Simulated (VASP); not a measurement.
**Sb: single point with PBE**

The system is Sb.

```xyz
2
Lattice="2.1542 1.2437 3.7580 -2.1542 1.2437 3.7580 0.0000 -2.4875 3.7580" Properties=species:S:1:pos:R:3 pbc="T T T"
Sb    0.0000    0.0000    8.6416
Sb    0.0000    0.0000    2.6324
```

```json
{"Program": "VASP 6.6.1", "Task": "single point", "Functional": "PBE", "Potentials or basis": "VASP PAW PBE potentials, release 64 (Sb)", "Cutoff": "500 eV", "k mesh": "4 × 4 × 4", "Occupations": "fermi-dirac, width 0.05 eV", "Spin": "no spin polarisation"}
```

| Quantity | Value |
| --- | --- |
| Pressure | 2.8 GPa |
| Largest force | 0.040 eV/Å |

Forces in eV/Å, atoms in the order of the input:
```
Sb   0.000  0.000  0.040
Sb   0.000  0.000 -0.040
```

Stress tensor (GPa, compression positive):
```
3.28 0.00 0.00
0.00 3.28 0.00
0.00 0.00 1.90
```

Levels at points of the mesh, in eV from the Fermi level:
| k point | band 2 | band 3 | band 4 | band 5 | band 6 | band 7 | band 8 | band 9 |
| --- | --- | --- | --- | --- | --- | --- | --- | --- |
| (0.00, 0.00, 0.00) | -4.55 | -1.82 | -1.55 | -1.55 | 2.34 | 2.95 | 2.95 | 5.33 |
| (0.50, 0.00, 0.00) | -9.39 | -1.69 | -1.58 | -0.05 | 0.05 | 0.43 | 0.74 | 7.81 |
| (0.50, 0.50, 0.00) | -7.75 | -5.20 | -3.51 | -3.41 | 1.78 | 5.19 | 5.76 | 7.19 |
| (0.50, 0.50, 0.50) | -8.75 | -1.06 | -1.06 | -0.20 | 0.37 | 0.37 | 1.35 | 7.24 |

Wall time 14 s on 1 thread of Intel Xeon 8259CL, on a shared host, peak memory 0.19 GiB.

Caveat: the k points lie up to 0.44 Å⁻¹ apart; spin-orbit coupling is left out, which moves the levels of the heavy elements.
